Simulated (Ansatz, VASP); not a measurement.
**InSb3: VASP beside Ansatz**

Contents of POSCAR:

```
InSb3
1.0
    4.9006334225      0.0000000000      0.0000000000
    0.0000000000      4.9006334225      0.0000000000
    0.0000000000      0.0000000000      4.9006334225
Sb In
3 1
Direct
    0.5000000000      0.5000000000      0.0000000000
    0.0000000000      0.5000000000      0.5000000000
    0.5000000000      0.0000000000      0.5000000000
    0.0000000000      0.0000000000      0.0000000000
```

INCAR.step1

```
ALGO = Normal
EDIFF = 1E-4
ENCUT = 520
GGA = PE
ISMEAR = -1
LASPH = True
LCHARG = False
LREAL = False
LWAVE = True
NBANDS = 22
NELM = 60
PREC = Accurate
SIGMA = 0.05
```

Contents of INCAR.step2:

```
ALGO = Normal
EDIFF = 1E-6
ENCUT = 520
ISIF = 2
ISMEAR = -1
ISTART = 1
LASPH = True
LCHARG = False
LMIXTAU = True
LREAL = False
LWAVE = False
METAGGA = R2SCAN
NBANDS = 22
NELM = 60
PREC = Accurate
SIGMA = 0.05
```

Contents of KPOINTS:

```
k-points
0
Gamma
  6 6 6
```

input.yaml

```yaml
crystal:
  lattice:
    - [4.9006334225, 0.0, 0.0]
    - [0.0, 4.9006334225, 0.0]
    - [0.0, 0.0, 4.9006334225]
  atoms:
    - { symbol: Sb, position: [0.5, 0.5, 0.0] }
    - { symbol: Sb, position: [0.0, 0.5, 0.5] }
    - { symbol: Sb, position: [0.5, 0.0, 0.5] }
    - { symbol: In, position: [0.0, 0.0, 0.0] }
hamiltonian:
  xc: r2scan
  pseudopotentials: { kind: paw }
kpoints:
  mp_grid: { grid: [6, 6, 6] }
scf:
  occupations: { method: fermi_dirac, width: 0.05 }
output:
  forces: true
  stress: true
  eigenvalues: true
  write_density: true
  write_potential: true
  elf: true
  volumetric_format: npy
```

Alike in both runs: task single point; functional r2SCAN; k mesh 6 × 6 × 6; occupations fermi-dirac, width 0.05 eV; no spin polarisation.

|  | VASP | Ansatz |
| --- | --- | --- |
| version | VASP 6.6.1 | Ansatz 0.2.0 |
| potentials or method | VASP PAW PBE potentials, release 64 (Sb, In_d) | Ansatz PAW |
| plane-wave cutoff (eV) | 520 | 500 |
| valence electrons in the cell | 28 | 58 |

```csv
,VASP,Ansatz,Ansatz less VASP
gap on the k mesh at the Fermi level (eV),none,none,-
pressure (GPa),-3.2,-3.2,+0.04
```

VASP's potentials were made for PBE, not for r2SCAN. A gap of «none» marks a metal or a gap that the smearing closes. With one functional, cell and mesh, what is left measures potentials, basis and numerics. VASP's potentials hold 28 valence electrons a cell and Ansatz's 58, so a difference there can come from the potentials and not from the codes.

Neither program's run includes spin-orbit coupling.
